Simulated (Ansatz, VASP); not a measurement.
# Two plane-wave programs on Ge

INCAR

```
SYSTEM = Ge
PREC     = Accurate       ! precision mode
ENCUT    = 520            ! plane-wave cutoff, eV
EDIFF    = 1E-7           ! SCF threshold, eV
ISMEAR   = 0              ! smearing method
SIGMA    = 0.05           ! smearing width, eV
LREAL    = .FALSE.        ! projectors in reciprocal space
LASPH    = .TRUE.         ! aspherical terms in the spheres
NELM     = 80             ! most SCF steps
ALGO     = Normal         ! electronic algorithm
ISIF     = 2              ! what is computed and relaxed
LWAVE    = .FALSE.        ! write WAVECAR
LCHARG   = .FALSE.        ! write CHGCAR
GGA      = PE             ! functional
NBANDS   = 21             ! bands
```

File KPOINTS:

```
regular mesh
0
G
  6 6 6
  0 0 0
```

File POSCAR:

```
Ge
1.0
    0.0000000000      2.8522832402      2.8522832402
    2.8522832402      0.0000000000      2.8522832402
    2.8522832402      2.8522832402      0.0000000000
Ge
2
Direct
    0.5000000000      0.5000000000      0.5000000000
    0.7500000000      0.7500000000      0.7500000000
```

Input for Ansatz:

```yaml
crystal:
  lattice:
    - [0.0, 2.8522832402, 2.8522832402]
    - [2.8522832402, 0.0, 2.8522832402]
    - [2.8522832402, 2.8522832402, 0.0]
  atoms:
    - { symbol: Ge, position: [0.5, 0.5, 0.5] }
    - { symbol: Ge, position: [0.75, 0.75, 0.75] }
basis:
  ecutwfc: 420
  ecutrho_ratio: 4
kpoints:
  mp_grid: { grid: [6, 6, 6] }
hamiltonian:
  xc: pbe
scf:
  occupations: { method: gaussian, width: 0.05 }
output:
  forces: true
  stress: true
  eigenvalues: true
```

Alike in both runs: task single point; functional PBE; k mesh 6 × 6 × 6; occupations gaussian, width 0.05 eV; no spin polarisation.

|  | VASP | Ansatz |
| --- | --- | --- |
| version | VASP 6.6.1 | Ansatz 0.2.0 |
| potentials or method | VASP PAW PBE potentials, release 64 (Ge_d), cutoff 520 eV | scalar-relativistic, plane waves, PAW |
| valence electrons in the cell | 28 | 28 |

|  | VASP | Ansatz | Ansatz less VASP |
| --- | --- | --- | --- |
| pressure (GPa) | 1.9 | 2.0 | +0.10 |
